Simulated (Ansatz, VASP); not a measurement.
## Two plane-wave programs on CdTe

INCAR

```
PREC = Accurate
ENCUT = 520
EDIFF = 1E-7
ISMEAR = 0
SIGMA = 0.05
LREAL = False
LASPH = True
NELM = 100
ALGO = Normal
ISIF = 2
LWAVE = False
LCHARG = False
GGA = PS
NBANDS = 16
```

The input KPOINTS:

```
regular mesh
0
Gamma
  10 10 10
```

The input POSCAR:

```
CdTe
1.0
    0.0000000000      3.2006526141      3.2006526141
    3.2006526141      0.0000000000      3.2006526141
    3.2006526141      3.2006526141      0.0000000000
Cd Te
1 1
Direct
    0.0000000000      0.0000000000      0.0000000000
    0.2500000000      0.2500000000      0.2500000000
```

Input for Ansatz:

```yaml
crystal:
  lattice:
    - [0.0, 3.2006526141, 3.2006526141]
    - [3.2006526141, 0.0, 3.2006526141]
    - [3.2006526141, 3.2006526141, 0.0]
  atoms:
    - { symbol: Cd, position: [0.0, 0.0, 0.0] }
    - { symbol: Te, position: [0.25, 0.25, 0.25] }
basis:
  ecutwfc: 420
  ecutrho_ratio: 4
kpoints:
  mp_grid: { grid: [10, 10, 10] }
hamiltonian:
  xc: pbesol
scf:
  occupations: { method: gaussian, width: 0.05 }
output:
  forces: true
  stress: true
  eigenvalues: true
```

Alike in both runs: task single point; functional PBEsol; k mesh 10 × 10 × 10; occupations gaussian, width 0.05 eV; no spin polarisation.

|  | VASP | Ansatz |
| --- | --- | --- |
| version | VASP 6.6.1 | Ansatz 0.2.0 |
| potentials or method | VASP PAW PBE potentials, release 64 (Cd, Te), cutoff 520 eV | scalar-relativistic, plane waves, PAW |
| valence electrons in the cell | 18 | 36 |

|  | VASP | Ansatz | Ansatz less VASP |
| --- | --- | --- | --- |
| gap on the k mesh at the Fermi level (eV) | 0.77 | 0.77 | -0.004 |
| least direct gap on the mesh (eV) | 0.77 | 0.77 | -0.004 |
| pressure (GPa) | 2.1 | 1.9 | -0.19 |

VASP's potentials were made for PBE, not for PBEsol. The functional is the same, so the differences come from potentials, cutoffs and numerics. VASP's potentials hold 18 valence electrons a cell and Ansatz's 36, so a difference there can come from the potentials and not from the codes.

Spin-orbit coupling is off throughout.
